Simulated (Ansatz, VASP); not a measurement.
# One calculation of GeS, two programs

POSCAR

```
GeS
1.0
    3.5897086654      0.0000000000      0.0000000000
    0.0000000000      4.5471733621      0.0000000000
    0.0000000000      0.0000000000     33.8871826238
Ge S
8 8
Direct
    0.7500000000      0.6357285249      0.2213226187
    0.2500000000      0.1357285249      0.2992094341
    0.7500000000      0.8642714751      0.3811452678
    0.2500000000      0.3642714751      0.4590320832
    0.7500000000      0.6357285249      0.5409679168
    0.2500000000      0.1357285249      0.6188547322
    0.7500000000      0.8642714751      0.7007905659
    0.2500000000      0.3642714751      0.7786773813
    0.2500000000      0.9868015271      0.2300379447
    0.7500000000      0.4868015271      0.2904941082
    0.2500000000      0.5131984729      0.3898605937
    0.7500000000      0.0131984729      0.4503167572
    0.2500000000      0.9868015271      0.5496832428
    0.7500000000      0.4868015271      0.6101394063
    0.2500000000      0.5131984729      0.7095058918
    0.7500000000      0.0131984729      0.7699620553
```

INCAR.step1

```
PREC = Accurate
ENCUT = 450
ISMEAR = 0
SIGMA = 0.05
LREAL = False
LASPH = True
NELM = 120
LDIPOL = True
IDIPOL = 3
DIPOL = 0.5 0.5 0.500
NBANDS = 94
GGA = PE
ALGO = Normal
EDIFF = 1E-5
LWAVE = True
LCHARG = False
GGA_COMPAT = False
NELMDL = -8
KPAR = 4
```

The input INCAR.step2:

```
PREC = Accurate
ENCUT = 450
EDIFF = 1E-6
ISMEAR = 0
SIGMA = 0.05
LREAL = False
LASPH = True
NELM = 120
ALGO = Normal
ISIF = 2
LWAVE = False
LCHARG = True
LDIPOL = True
IDIPOL = 3
DIPOL = 0.5 0.5 0.500
METAGGA = R2SCAN
LMIXTAU = True
LVHAR = True
LVACPOTAV = True
NBANDS = 94
ISTART = 1
GGA_COMPAT = False
KPAR = 4
```

File KPOINTS:

```
regular mesh
0
Gamma
  8 6 1
```

Input for Ansatz:

```yaml
crystal:
  lattice:
    - [3.5897086654, 0.0, 0.0]
    - [0.0, 4.5471733621, 0.0]
    - [0.0, 0.0, 33.8871826238]
  atoms:
    - { symbol: Ge, position: [0.75, 0.6357285249, 0.2213226187] }
    - { symbol: S, position: [0.25, 0.9868015271, 0.2300379447] }
    - { symbol: S, position: [0.75, 0.4868015271, 0.2904941082] }
    - { symbol: Ge, position: [0.25, 0.1357285249, 0.2992094341] }
    - { symbol: Ge, position: [0.75, 0.8642714751, 0.3811452678] }
    - { symbol: S, position: [0.25, 0.5131984729, 0.3898605937] }
    - { symbol: S, position: [0.75, 0.0131984729, 0.4503167572] }
    - { symbol: Ge, position: [0.25, 0.3642714751, 0.4590320832] }
    - { symbol: Ge, position: [0.75, 0.6357285249, 0.5409679168] }
    - { symbol: S, position: [0.25, 0.9868015271, 0.5496832428] }
    - { symbol: S, position: [0.75, 0.4868015271, 0.6101394063] }
    - { symbol: Ge, position: [0.25, 0.1357285249, 0.6188547322] }
    - { symbol: Ge, position: [0.75, 0.8642714751, 0.7007905659] }
    - { symbol: S, position: [0.25, 0.5131984729, 0.7095058918] }
    - { symbol: S, position: [0.75, 0.0131984729, 0.7699620553] }
    - { symbol: Ge, position: [0.25, 0.3642714751, 0.7786773813] }
basis:
  ecutwfc: 500
kpoints:
  mp_grid: { grid: [8, 6, 1] }
hamiltonian:
  xc: r2scan
scf:
  occupations: { method: gaussian, width: 0.05 }
output:
  forces: true
  stress: true
  eigenvalues: true
  write_density: true
  write_potential: true
  elf: true
  volumetric_format: npy
efield:
  axis: 3
  dipole_correction: true
  ramp_width: 0.04
```

Alike in both runs: task single point; functional r2SCAN; k mesh 8 × 6 × 1; occupations gaussian, width 0.05 eV; no spin polarisation.

|  | VASP | Ansatz |
| --- | --- | --- |
| version | VASP 6.6.1 | Ansatz 0.2.0 |
| potentials or method | VASP PAW PBE potentials, release 64 (Ge_d, S), cutoff 450 eV | scalar-relativistic, plane waves, PAW |
| valence electrons in the cell | 160 | 160 |

Ansatz gave:

| Item | Value |
| --- | --- |
| gap on the k mesh at the Fermi level (eV) | 1.49 |
| least direct gap on the mesh (eV) | 1.49 |
| rms of the force components (eV/Å) | 0.039 |

Task: Estimate VASP's values.

Result: gap on the k mesh at the Fermi level (eV): 1.49; least direct gap on the mesh (eV): 1.49; rms of the force components (eV/Å): 0.040.

VASP's potentials were made for PBE, not for r2SCAN. The functional is the same, so the differences come from potentials, cutoffs and numerics. Ansatz's warnings: xc potential rough in thin density.
